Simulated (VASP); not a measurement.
Zn: single point with r2SCAN

The system is Zn.

```xyz
2
Lattice="2.7035 0.0000 0.0000 -1.3517 2.3413 0.0000 0.0000 0.0000 4.4645" Properties=species:S:1:pos:R:3 pbc="T T T"
Zn    1.3517    0.7804    3.3483
Zn    0.0000    1.5609    1.1161
```

* Program: VASP 6.6.1
* Task: single point
* Functional: r2SCAN
* Potentials or basis: VASP PAW PBE potentials, release 64 (Zn)
* Cutoff: 520 eV
* k mesh: 11 × 11 × 6
* Occupations: fermi-dirac, width 0.05 eV
* Spin: no spin polarisation

* Pressure: 0.4 GPa
* Band gap on the k mesh: zero (band 12 reaches 5.05 eV, above the bottom of band 13 at 2.07 eV)

Stress tensor (GPa, compression positive):
```
0.36 0.00 0.00
0.00 0.36 0.00
0.00 0.00 0.59
```

Levels at points of the mesh, in eV from the Fermi level:
```tsv
k point	band 10	band 11	band 12	band 13	band 14	band 15
(0.00, 0.00, 0.00)	-7.69	-7.69	-3.75	-1.66	16.68	16.68
(0.00, 0.00, 0.50)	-7.82	-7.82	-7.82	7.53	7.53	18.47
```

It took 46 s on 1 thread of Intel(R) Xeon(R) 6975P-C (Granite Rapids), with other jobs on the host, peak memory 0.16 GiB.

Caveat: the PAW data sets were made with another functional, which shifts forces and pressure a little.
